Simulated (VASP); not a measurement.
# Si in VASP: further runs, part 2 of 2

VASP 6.6.1. The steps go on from the part before.

## 4. Single point, PBE (the cell strained at random)

Contents of INCAR:

```
SYSTEM = Si
PREC = Accurate
ENCUT = 500
EDIFF = 1E-6
ISMEAR = 0
SIGMA = 0.1
LREAL = .FALSE.
LASPH = .TRUE.
NELM = 120
ALGO = Normal
ISIF = 2
LWAVE = .FALSE.
LCHARG = .TRUE.
GGA = PE
LELF = .TRUE.
LVHAR = .TRUE.
NBANDS = 8
GGA_COMPAT = .FALSE.
```

Contents of KPOINTS:

```
regular mesh
0
G
  16 16 16
  0 0 0
```

Contents of POSCAR:

```
Si
1.0
    2.5146204743      0.0524108563      0.0134957955
   -1.2119211042      2.1695392693      0.0205536657
    0.0127017251      0.0296702433      2.4386325667
Si
1
Direct
    0.0000000000      0.0000000000      0.0000000000
```

Potentials or basis: VASP PAW PBE potentials, release 64 (Si).

Command:

```bash
> cat potpaw_PBE.64/Si/POTCAR > POTCAR
> mpirun -np 1 vasp_std > vasp.out
```

OUTCAR:

```text
SYSTEM = Si
   PREC = Accurate
   ENCUT = 500
   EDIFF = 1E-6
   ISMEAR = 0
   LREAL = .FALSE.
   LASPH = .TRUE.
   NELM = 120
   ISIF = 2
   GGA = PE

 ion  position               nearest neighbor table
   1  0.000  0.000  0.000-

  LATTYP: Found a triclinic cell.
 ALAT       =     2.4851711927
 B/A-ratio  =     1.7246108410
 C/A-ratio  =     0.9813594084
 COS(alpha) =     0.0031277574
 COS(beta)  =     0.0163505895
 COS(gamma) =     0.8552560969

  Lattice vectors:

 A1 = (  -1.2119211042,   2.1695392693,   0.0205536657)
 A2 = (  -3.7265415785,   2.1171284130,   0.0070578702)
 A3 = (   0.0127017251,   0.0296702433,   2.4386325667)

Analysis of symmetry for initial positions (statically):
=====================================================================
 Subroutine PRICEL returns:
 Original cell was already a primitive cell.

 Routine SETGRP: Setting up the symmetry group for a
 triclinic supercell.

 Subroutine GETGRP returns: Found  2 space group operations
 (whereof  2 operations were pure point group operations)
 out of a pool of  2 trial point group operations.

The static configuration has the point symmetry S_2 .

Analysis of symmetry for dynamics (positions and initial velocities):
=====================================================================
 Subroutine PRICEL returns:
 Original cell was already a primitive cell.

 Routine SETGRP: Setting up the symmetry group for a
 triclinic supercell.

 Subroutine GETGRP returns: Found  2 space group operations
 (whereof  2 operations were pure point group operations)
 out of a pool of  2 trial point group operations.

The dynamic configuration has the point symmetry S_2 .

 Subroutine INISYM returns: Found  2 space group operations
 (whereof  2 operations are pure point group operations),
 and found     1 'primitive' translations

----------------------------------------------------------------------------------------

                                     Primitive cell

  volume of cell :      13.4566

  direct lattice vectors                    reciprocal lattice vectors
     2.514620474  0.052410856  0.013495795     0.393121706  0.219645485 -0.004719964
    -1.211921104  2.169539269  0.020553666    -0.009468214  0.455690398 -0.005494958
     0.012701725  0.029670243  2.438632567    -0.002095799 -0.005056276  0.410138311

  length of vectors
     2.515202808  2.485171193  2.438846131     0.450345526  0.455821874  0.410174831

  position of ions in fractional coordinates (direct lattice)
     0.000000000  0.000000000  0.000000000

  ion indices of the primitive-cell ions
   primitive index   ion index
                 1           1

----------------------------------------------------------------------------------------

 KPOINTS: regular mesh

Automatic generation of k-mesh.
 Grid dimensions read from file:
 generate k-points for:   16   16   16

 Generating k-lattice:

  Cartesian coordinates                     Fractional coordinates (reciprocal lattice)
     0.024570107  0.013727843 -0.000294998     0.062500000 -0.000000000 -0.000000000
    -0.000591763  0.028480650 -0.000343435     0.000000000  0.062500000  0.000000000
    -0.000130987 -0.000316017  0.025633644     0.000000000  0.000000000  0.062500000

  Length of vectors
     0.028146595  0.028488867  0.025635927

  Shift w.r.t. Gamma in fractional coordinates (k-lattice)
     0.000000000  0.000000000  0.000000000

 Subroutine IBZKPT returns following result:
 ===========================================

 Found   2052 irreducible k-points:

 Following reciprocal coordinates:
            Coordinates               Weight
  0.000000  0.000000  0.000000      1.000000
  0.062500 -0.000000  0.000000      2.000000
  0.125000 -0.000000  0.000000      2.000000
  0.187500 -0.000000  0.000000      2.000000
  0.250000 -0.000000  0.000000      2.000000
  0.312500  0.000000  0.000000      2.000000
[... 16 lines left out ...]
 -0.187500  0.062500 -0.000000      2.000000
 -0.125000  0.062500  0.000000      2.000000
 [... further k-points ...]
   k-points           NKPTS =   2052   k-points in BZ     NKDIM =   2052   number of bands    NBANDS=      8
   number of dos      NEDOS =    301   number of ions     NIONS =      1
   total plane-waves  NPLWV =   5832
   dimension x,y,z NGX =    18 NGY =   18 NGZ =   18
   dimension x,y,z NGXF=    36 NGYF=   36 NGZF=   36
   ions per type =               1
   NGX,Y,Z   is equivalent  to a cutoff of  11.90, 12.04, 12.27 a.u.
   NGXF,Y,Z  is equivalent  to a cutoff of  23.79, 24.08, 24.54 a.u.
 SYSTEM =  Si
   PREC   = accura    normal or accurate (medium, high low for compatibility)
   ISTART =      0    job   : 0-new  1-cont  2-samecut
   ICHARG =      2    charge: 1-file 2-atom 10-const
   ISPIN  =      1    spin polarized calculation?
   LNONCOLLINEAR =      F non collinear calculations
   LSORBIT =      F    spin-orbit coupling
   LASPH  =      T    aspherical Exc in radial PAW
   ENCUT  =  500.0 eV  36.75 Ry    6.06 a.u.   4.59  4.53  4.45*2*pi/ulx,y,z
   NELM   =    120;   NELMIN=  2; NELMDL= -5     # of ELM steps
   EDIFF  = 0.1E-05   stopping-criterion for ELM
   LREAL  =      F    real-space projection
   EDIFFG = 0.1E-04   stopping-criterion for IOM
   NSW    =      0    number of steps for IOM
   IBRION =     -1    ionic relax: 0-MD 1-quasi-New 2-CG
   NFREE  =      0    steps in history (QN), initial steepest desc. (CG)
   ISIF   =      2    stress and relaxation
   ISYM   =      2    0-nonsym 1-usesym 2-fastsym
   POTIM  = 0.5000    time-step for ionic-motion
   TEBEG  =    0.0;   TEEND  =   0.0 temperature during run
   PSTRESS=    0.0 pullay stress
   NELECT =       4.0000    total number of electrons
   NUPDOWN=      -1.0000    fix difference up-down
   EMIN   =  10.00;   EMAX   =-10.00  energy-range for DOS
   EFERMI =   0.00;   METHOD = LEGACY
   ISMEAR =     0;   SIGMA  =   0.10  broadening in eV -4-tet -1-fermi 0-gaus
   EFERMI_NEDOS =   21; number of points for ismear=-14 and -15
   IALGO  =     38    algorithm
   IMIX   =      4    mixing-type and parameters
     AMIX     =   0.40;   BMIX     =  1.00
     AMIX_MAG =   1.60;   BMIX_MAG =  1.00
  volume/ion in A,a.u.               =      13.46        90.81
  Fermi-wavevector in a.u.,A,eV,Ry     =   1.092570  2.064658 16.241397  1.193709
  Thomas-Fermi vector in A             =   2.228838
   LORBIT       =      0    0 simple, 1 ext, 2 COOP (PROOUT), +10 PAW based schemes
   GGA     = PE    functional components
   LHFCALC =     F    Hartree Fock is set to
   AEXX    =    0.0000 exact exchange contribution
   IVDW    =     0    specifies the selected vdW correction
   LEPSILON=     F    determine dielectric tensor
   LRPA    =     F    only Hartree local field effects (RPA)
 non-spin polarized calculation
 Gauss-broadening in eV      SIGMA  =   0.10
  energy-cutoff  :      500.00
  volume of cell :       13.46
 maximum number of plane-waves:       355
   NGX =  9   NGY =  9   NGZ =  9

 number of electron       4.0000000 magnetization

 Free energy of the ion-electron system (eV)
  ---------------------------------------------------
  ext. energy  EPLUGINS =         0.00000000
  ---------------------------------------------------
  free energy    TOTEN  =        -5.03178522 eV

  energy without entropy =       -5.02970761  energy(sigma->0) =       -5.03074642

 E-fermi :  10.8509     XC(G=0): -11.4202

 val. band max:       10.8497517107   @ k =  -0.3750  -0.1250   0.3750
 cond. band min:      10.8528998496   @ k =   0.0000  -0.4375   0.3750
 fundamental gap:      0.0031481389
 Fermi energy:        10.8509122635

 k-point     1 :       0.0000    0.0000    0.0000
  band No.  band energies     occupation
      1      -4.1005      2.00000
      2      18.1107      0.00000
      3      18.6304      0.00000
      4      22.2146      0.00000
      5      23.0081      0.00000
      6      23.1725      0.00000
      7      24.5671      0.00000
      8      29.5918      0.00000
[... 243 lines left out ...]
 k-point    24 :      -0.1250    0.0625    0.0000
  band No.  band energies     occupation
      1      -3.7417      2.00000
      2      17.2410      0.00000
      3      18.9264      0.00000
      4      19.5001      0.00000
      5      21.2979      0.00000
      6      24.4709      0.00000
      7      25.7869      0.00000
      8      32.4150      0.00000

 [... further k-points ...]

------------------------ aborting loop because EDIFF is reached ----------------------------------------

  FORCE on cell =-STRESS in cart. coord.  units (eV):
  Direction    XX          YY          ZZ          XY          YZ          ZX
  --------------------------------------------------------------------------------------
  -------------------------------------------------------------------------------------
  Total        1.6018994      1.4942403      0.8859757     -0.1401591     -0.1187964     -0.0480503
  in kB      190.7256085    177.9074877    105.4861812    -16.6876517    -14.1441590     -5.7209700
  external PRESSURE =     158.0397591 kB  Pullay stress =       0.0000000 kB

 VOLUME and BASIS-vectors are now :
 -----------------------------------------------------------------------------
  energy-cutoff  :      500.00
  volume of cell :       13.46
      direct lattice vectors                 reciprocal lattice vectors
     2.514620474  0.052410856  0.013495795     0.393121706  0.219645485 -0.004719964
    -1.211921104  2.169539269  0.020553666    -0.009468214  0.455690398 -0.005494958
     0.012701725  0.029670243  2.438632567    -0.002095799 -0.005056276  0.410138311

 POSITION                                       TOTAL-FORCE (eV/Angst)
 -----------------------------------------------------------------------------------
      0.00000      0.00000      0.00000         0.000000      0.000000      0.000000
 -----------------------------------------------------------------------------------
    total drift:                               -0.000000     -0.000000      0.000000

  FREE ENERGIE OF THE ION-ELECTRON SYSTEM (eV)
  ---------------------------------------------------
  free  energy   TOTEN  =        -5.0317852242 eV

  energy  without entropy=       -5.0297076060  energy(sigma->0) =       -5.03074642
```

OSZICAR:

```text
N       E                     dE             d eps       ncg     rms          rms(c)
DAV:   1    -0.250255515973E+01   -0.25026E+01   -0.18187E+03 36112   0.371E+02
DAV:   2    -0.502696520587E+01   -0.25244E+01   -0.24209E+01 47248   0.305E+01
DAV:   3    -0.504091425285E+01   -0.13949E-01   -0.13936E-01 37880   0.236E+00
DAV:   4    -0.504092798133E+01   -0.13728E-04   -0.13730E-04 53744   0.789E-02
DAV:   5    -0.504092798605E+01   -0.47147E-08   -0.47242E-08 38048   0.770E-04    0.349E+00
DAV:   6    -0.503553050885E+01    0.53975E-02   -0.10283E-03 40040   0.179E-01    0.201E+00
DAV:   7    -0.503178636067E+01    0.37441E-02   -0.26066E-03 38544   0.294E-01    0.169E-01
DAV:   8    -0.503178528573E+01    0.10749E-05   -0.54205E-05 48272   0.485E-02    0.304E-02
DAV:   9    -0.503178522417E+01    0.61561E-07   -0.20081E-06 41160   0.965E-03
   1 F= -.50317852E+01 E0= -.50307464E+01  d E =-.207762E-02
```

stdout:

```text
POSCAR found type information on POSCAR Si
 POSCAR found :  1 types and       1 ions
 scaLAPACK will be used
 LDA part: xc-table for (Slater+PW92), standard interpolation
 POSCAR, INCAR and KPOINTS ok, starting setup
 FFT: planning ... GRIDC
 FFT: planning ... GRID_SOFT
 FFT: planning ... GRID
 WAVECAR not read
 entering main loop
```

It took 53 s on 1 thread of Intel Xeon 6975P-C (Granite Rapids), shared host; peak memory 0.26 GiB.

What came out:

- Free energy: -5.0318 eV
- Pressure: 15.8 GPa
- Band gap on the k mesh: zero (bands 2 and 3 overlap by 11.49 eV)

Levels at points of the mesh, in eV from the Fermi level:
| k point | band 1 | band 2 | band 3 | band 4 | band 5 | band 6 | band 7 |
| --- | --- | --- | --- | --- | --- | --- | --- |
| (0.00, 0.00, 0.00) | -14.95 | 7.26 | 7.78 | 11.36 | 12.16 | 12.32 | 13.72 |
| (0.50, 0.00, 0.00) | -8.00 | -7.47 | 6.69 | 7.22 | 13.10 | 14.86 | 17.91 |
| (0.00, 0.50, 0.00) | -7.74 | -7.39 | 6.15 | 6.92 | 13.29 | 14.88 | 18.03 |
| (0.50, 0.50, 0.00) | -7.24 | -7.20 | 5.05 | 6.27 | 13.78 | 15.06 | 18.24 |
| (0.00, 0.00, 0.50) | -9.95 | -7.87 | 14.81 | 15.12 | 16.11 | 16.36 | 17.33 |
| (0.50, 0.00, 0.50) | -3.57 | -2.30 | -2.19 | 0.99 | 10.47 | 13.50 | 14.10 |
| (0.00, 0.50, 0.50) | -3.51 | -2.09 | -1.90 | 1.09 | 9.94 | 13.18 | 13.58 |
| (0.50, 0.50, 0.50) | -3.29 | -1.75 | -1.29 | 1.25 | 8.79 | 12.00 | 13.02 |

Caveat: the cell differs from its parent crystal (the cell strained at random); the cell stands under pressure.

## 5. Single point, r2SCAN (strained)

Contents of POSCAR:

```
Si
1.0
    2.5631005164      0.0000000000      0.0000000000
   -1.2815502582      2.2197101596      0.0000000000
    0.0000000000      0.0000000000      2.4122919018
Si
1
Direct
    0.0000000000      0.0000000000      0.0000000000
```

Contents of INCAR.step1:

```
SYSTEM = Si
ALGO = Normal
EDIFF = 1E-4
ENCUT = 520
GGA = PE
ISMEAR = 0
LASPH = .True.
LCHARG = .False.
LREAL = .False.
LWAVE = .True.
NBANDS = 8
NELM = 80
PREC = Accurate
SIGMA = 0.1
```

Contents of INCAR.step2:

```
SYSTEM = Si
ALGO = Normal
EDIFF = 1E-6
ENCUT = 520
ISIF = 2
ISMEAR = 0
ISTART = 1
LASPH = .True.
LCHARG = .False.
LMIXTAU = .True.
LREAL = .False.
LWAVE = .False.
METAGGA = R2SCAN
NBANDS = 8
NELM = 80
PREC = Accurate
SIGMA = 0.1
```

Contents of KPOINTS:

```
k-points
0
Gamma
  18 18 16
  0 0 0
```

Command:

```bash
> cat potpaw_PBE.64/Si/POTCAR > POTCAR
> cp INCAR.step1 INCAR
> mpirun -np 1 vasp_std > vasp.out
> cp INCAR.step2 INCAR
> mpirun -np 1 vasp_std > vasp.out
```

Wall time 1.8 min (1 thread of Intel Xeon 8259CL, shared host); peak memory 0.14 GiB.

Results (log left out):

- Free energy: -8.2877 eV
- Pressure: 11.5 GPa
- Band gap on the k mesh: zero (bands 2 and 3 overlap by 13.14 eV)

Stress tensor (GPa, compression positive):
```
10.03  0.00  0.00
 0.00 10.03  0.00
 0.00  0.00 14.47
```

Levels at points of the mesh, in eV from the Fermi level:
| k point | band 1 | band 2 | band 3 | band 4 | band 5 | band 6 |
| --- | --- | --- | --- | --- | --- | --- |
| (0.00, 0.00, 0.00) | -15.58 | 7.90 | 8.91 | 11.84 | 11.84 | 13.27 |
| (0.50, 0.00, 0.00) | -8.20 | -7.70 | 5.82 | 6.90 | 14.68 | 16.36 |
| (0.00, 0.00, 0.50) | -10.06 | -8.11 | 16.23 | 16.23 | 16.32 | 16.32 |
| (0.50, 0.00, 0.50) | -3.41 | -2.44 | -1.63 | 1.39 | 10.12 | 13.38 |

Caveat: the cell differs from its parent crystal (strained); the cell stands under pressure; the PAW data sets were made with another functional, which shifts forces and pressure a little.

## 6. The runs side by side

| level | cell | k mesh | cutoff (eV) | gap on the mesh (eV) | pressure (GPa) |
| --- | --- | --- | --- | --- | --- |
| PBE | a = 2.595, b = 2.595, c = 2.368 Å, angles 90.0, 90.0, 120.0°, 1 atom | 18 × 18 × 16 | 500 | none | 12.5 |
| PBE | a = 2.728, b = 2.728, c = 2.605 Å, angles 90.0, 90.0, 120.0°, 1 atom | 18 × 18 × 16 | 500 | none | -8.8 |
| PBE | a = 2.515, b = 2.485, c = 2.439 Å, angles 89.1, 89.4, 118.0°, 1 atom | 16 × 16 × 16 | 500 | none | 15.8 |
| r2SCAN | a = 2.563, b = 2.563, c = 2.412 Å, angles 90.0, 90.0, 120.0°, 1 atom | 18 × 18 × 16 | 520 | none | 11.5 |

Alike in all rows: task single point; potentials or basis VASP PAW PBE potentials, release 64 (Si); no spin polarisation; smearing gaussian 0.1 eV.

Caveats: the cell stands under pressure (at least some runs); the cell stands under tension (at least some runs); the PAW data sets were made with another functional, which shifts forces and pressure a little (at least some runs).

Total energies depend on the potentials used, so only differences within one code and one set of settings carry meaning.
